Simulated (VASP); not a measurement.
FeB2, 6 atoms in the cell. The structure is hexagonal, space group P6/mmm (No. 191). Conventional cell: a = 3.045 Å, b = 3.045 Å, c = 3.035 Å, α = 90.00°, β = 90.00°, γ = 120.00°. Fe (site symmetry 6/mmm) has 12 B at 2.32 Å and 8 Fe at 3.04 Å within 3.1 Å. Within 2.4 Å of B (site symmetry -6m2) lie 3 B at 1.76 Å and 6 Fe at 2.32 Å. 

```yaml
Program: VASP 6.6.1
Task: single point
Functional: r2SCAN
Potentials_or_basis: VASP PAW PBE potentials, release 64 (Fe, B)
Cutoff: 520 eV
k_mesh: 10 × 10 × 5
Occupations: fermi-dirac, width 0.05 eV
Spin: no spin polarisation
Dipole_correction: no
Further_INCAR_settings: ALGO = Normal; EDIFF = 1e-06; NBANDS = 23
```

Potentials or basis: VASP PAW PBE potentials, release 64 (Fe, B).

Launch:

```bash
$ cat potpaw_PBE.64/Fe/POTCAR potpaw_PBE.64/B/POTCAR > POTCAR
$ cp INCAR.step1 INCAR
$ mpirun -np 1 vasp_std > vasp.out
$ cp INCAR.step2 INCAR
$ mpirun -np 1 vasp_std > vasp.out
```

Hardware: 1 thread of Intel Xeon 8259CL (shared host).

Q: How long does it take, and how much memory?

A: Wall time 3.2 min on 1 thread of Intel Xeon 8259CL (shared host), peak memory 0.2 GiB. Counts: k points 42.
